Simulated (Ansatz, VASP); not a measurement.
# Cd5HgSe6 in VASP and in Ansatz

Contents of INCAR:

```
ALGO = Normal ; EDIFF = 1E-6
ENCUT = 520 ; GGA = PE
ISIF = 2 ; ISMEAR = 0
LASPH = True ; LCHARG = False
LREAL = False ; LWAVE = False
NBANDS = 66 ; NELM = 100
PREC = Accurate ; SIGMA = 0.1
```

The input KPOINTS:

```
k-points
0
Gamma
  6 6 1
```

The input POSCAR:

```
Cd5HgSe6
1.0
    4.3907438000      0.0000000000      0.0000000000
   -2.1953719000      3.8024957000      0.0000000000
    0.0000000000      0.0000000000     21.5005207000
Cd Hg Se
5 1 6
Direct
    0.3333333000      0.6666667000      0.0009460000
    0.3333333000      0.6666667000      0.6686480000
    0.6666667000      0.3333333000      0.1669760000
    0.6666667000      0.3333333000      0.5023680000
    0.6666667000      0.3333333000      0.8347890000
    0.3333333000      0.6666667000      0.3353630000
    0.3333333000      0.6666667000      0.1260380000
    0.3333333000      0.6666667000      0.4614540000
    0.3333333000      0.6666667000      0.7937320000
    0.6666667000      0.3333333000      0.2922580000
    0.6666667000      0.3333333000      0.6275530000
    0.6666667000      0.3333333000      0.9598740000
```

Input for Ansatz:

```yaml
crystal:
  lattice:
    - [4.3907438, 0.0, 0.0]
    - [-2.1953719, 3.8024957, 0.0]
    - [0.0, 0.0, 21.5005207]
  atoms:
    - { symbol: Cd, position: [0.3333333, 0.6666667, 0.000946] }
    - { symbol: Cd, position: [0.3333333, 0.6666667, 0.668648] }
    - { symbol: Cd, position: [0.6666667, 0.3333333, 0.166976] }
    - { symbol: Cd, position: [0.6666667, 0.3333333, 0.502368] }
    - { symbol: Cd, position: [0.6666667, 0.3333333, 0.834789] }
    - { symbol: Hg, position: [0.3333333, 0.6666667, 0.335363] }
    - { symbol: Se, position: [0.3333333, 0.6666667, 0.126038] }
    - { symbol: Se, position: [0.3333333, 0.6666667, 0.461454] }
    - { symbol: Se, position: [0.3333333, 0.6666667, 0.793732] }
    - { symbol: Se, position: [0.6666667, 0.3333333, 0.292258] }
    - { symbol: Se, position: [0.6666667, 0.3333333, 0.627553] }
    - { symbol: Se, position: [0.6666667, 0.3333333, 0.959874] }
basis:
  ecutwfc: 420
kpoints:
  mp_grid: { grid: [6, 6, 1] }
hamiltonian:
  xc: pbe
scf:
  occupations: { method: gaussian, width: 0.1 }
  lower_state_search: "off"
output:
  forces: true
  stress: true
  eigenvalues: true
```

Alike in both runs: task single point; functional PBE; k mesh 6 × 6 × 1; occupations gaussian, width 0.1 eV; no spin polarisation.

|  | VASP | Ansatz |
| --- | --- | --- |
| version | VASP 6.6.1 | Ansatz 0.2.0 |
| potentials or method | VASP PAW PBE potentials, release 64 (Cd, Hg, Se), cutoff 520 eV | scalar-relativistic, plane waves, PAW |
| valence electrons in the cell | 108 | 216 |

|  | VASP | Ansatz | Ansatz less VASP |
| --- | --- | --- | --- |
| gap on the k mesh at the Fermi level (eV) | 0.14 | 0.14 | +0.003 |
| least direct gap on the mesh (eV) | 0.14 | 0.14 | +0.003 |
| pressure (GPa) | 0.3 | 0.0 | -0.24 |
| rms of the force components (eV/Å) | 0.003 | 0.003 | -0.0003 |

Atom by atom the forces differ by 0.001 eV/Å (rms over components). VASP's potentials hold 108 valence electrons a cell and Ansatz's 216, so a difference there can come from the potentials and not from the codes.

Spin-orbit coupling is off throughout.
